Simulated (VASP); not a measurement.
Write the native input for VASP 6.6.1 that does the following.

```yaml
Task: single point
Functional: PBE
Potentials_or_basis: VASP PAW PBE potentials, release 64 (Sn_d)
Cutoff: 520 eV
k_mesh: 14 × 14 × 14
Occupations: gaussian, width 0.1 eV
Spin: no spin polarisation
Dipole_correction: no
Further_INCAR_settings: ALGO = Normal; EDIFF = 1e-06; NBANDS = 21
```

The structure of Sn lies in POSCAR:

```
Sn
1.0
   -2.9401404553      2.9401404553      1.5993019889
    2.9401404553     -2.9401404553      1.5993019889
    2.9401404553      2.9401404553     -1.5993019889
Sn
2
Direct
    0.7882634781      0.2500000000      0.5382634781
    0.0000000000      0.0000000000      0.0000000000
```

This cell differs from its parent crystal: one atom moved.

These files were run (other wordings do the same):

INCAR

```
SYSTEM = Sn
PREC = Accurate
ENCUT = 520
EDIFF = 1E-6
ISMEAR = 0
SIGMA = 0.1
LREAL = .False.
LASPH = .True.
NELM = 100
ALGO = Normal
ISIF = 2
LWAVE = .False.
LCHARG = .True.
GGA = PE
LELF = .True.
LVHAR = .True.
NBANDS = 21
```

KPOINTS

```
regular mesh
0
Gamma
  14 14 14
  0 0 0
```

Potentials or basis: VASP PAW PBE potentials, release 64 (Sn_d).

Launch:

```console
$ cat potpaw_PBE.64/Sn_d/POTCAR > POTCAR
$ mpirun -np 1 vasp_std > vasp.out
```

It gave:

```json
{
  "Pressure": "2.4 GPa",
  "Largest force": "0.928 eV/Å",
  "Band gap on the k mesh": "zero (band 14 reaches 9.20 eV, above the bottom of band 15 at 5.34 eV)"
}
```

Caveat: the cell differs from its parent crystal (one atom moved); spin-orbit coupling is left out, which moves the levels of the heavy elements.

It took 40 min on 1 thread of AMD EPYC 7571, on a shared host, peak memory 0.7 GiB.
